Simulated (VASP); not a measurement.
Input of a VASP 6.6.1 run:

File INCAR:

```
SYSTEM = TiB2
  PREC = Accurate
  ENCUT = 520
  EDIFF = 1E-7
  ISMEAR = -1
  SIGMA = 0.05
  LREAL = .FALSE.
  LASPH = .TRUE.
  NELM = 100
  ALGO = Normal
  ISIF = 2
  LWAVE = .FALSE.
  LCHARG = .FALSE.
  GGA = CA
  NBANDS = 16
```

KPOINTS

```
regular mesh
0
G
  10 10 8
  0 0 0
```

File POSCAR:

```
TiB2
1.0
    2.9928827924      0.0000000000      0.0000000000
   -1.4964413962      2.5919125287      0.0000000000
    0.0000000000      0.0000000000      3.1634685576
Ti B
1 2
Direct
    0.0000000000      0.0000000000      0.0000000000
    0.6666666667      0.3333333333      0.5000000000
    0.3333333333      0.6666666667      0.5000000000
```

Potentials or basis: VASP PAW LDA potentials, release 64 (Ti_sv, B).

Launch:

```bash
$ cat potpaw_LDA.64/Ti_sv/POTCAR potpaw_LDA.64/B/POTCAR > POTCAR
$ mpirun -np 1 vasp_std > vasp.out
```

**Question.** Predict the pressure.

**Answer.** 0.6 GPa.

**Question.** What does it give for the band gap on the k mesh?

**Answer.** Zero (band 9 reaches 10.89 eV, above the bottom of band 10 at 10.18 eV).
